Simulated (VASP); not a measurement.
Here is a VASP 6.6.1 calculation.

Contents of INCAR:

```
  PREC = Accurate
  ENCUT = 520
  EDIFF = 1E-7
  ISMEAR = 0
  SIGMA = 0.05
  LREAL = F
  LASPH = T
  NELM = 100
  ALGO = Normal
  ISIF = 2
  LWAVE = F
  LCHARG = T
  GGA = PE
  IVDW = 12
  LELF = T
  LVHAR = T
  NBANDS = 20
```

The input KPOINTS:

```
regular mesh
0
Gamma
  12 12 4
```

The input POSCAR:

```
Al2O3
1.0
    3.2504845347      0.0000000000      0.0000000000
   -1.6252422673      2.8150021817      0.0000000000
    0.0000000000      0.0000000000      6.5276234270
Al O
2 3
Direct
    0.0000000000      0.0000000000      0.2779510000
    0.0000000000      0.0000000000      0.7220490000
    0.3333333333      0.6666666667      0.1994540000
    0.6666666667      0.3333333333      0.8005460000
    0.0000000000      0.0000000000      0.5000000000
```

Potentials or basis: VASP PAW PBE potentials, release 64 (Al, O).

Launch:

```sh
$ cat potpaw_PBE.64/Al/POTCAR potpaw_PBE.64/O/POTCAR > POTCAR
$ mpirun -np 1 vasp_std > vasp.out
```

(1) Predict the band gap on the k mesh.

(2) What does it give for the dispersion energy per atom?

(3) Predict the largest force.

## Answers

(1) 2.93 eV, indirect (least direct gap 3.20 eV).

(2) -0.169 eV.

(3) 13.375 eV/Å.

Caveat: forces of over 1 eV/Å act on the atoms, so gaps and moduli don't describe the material at rest.
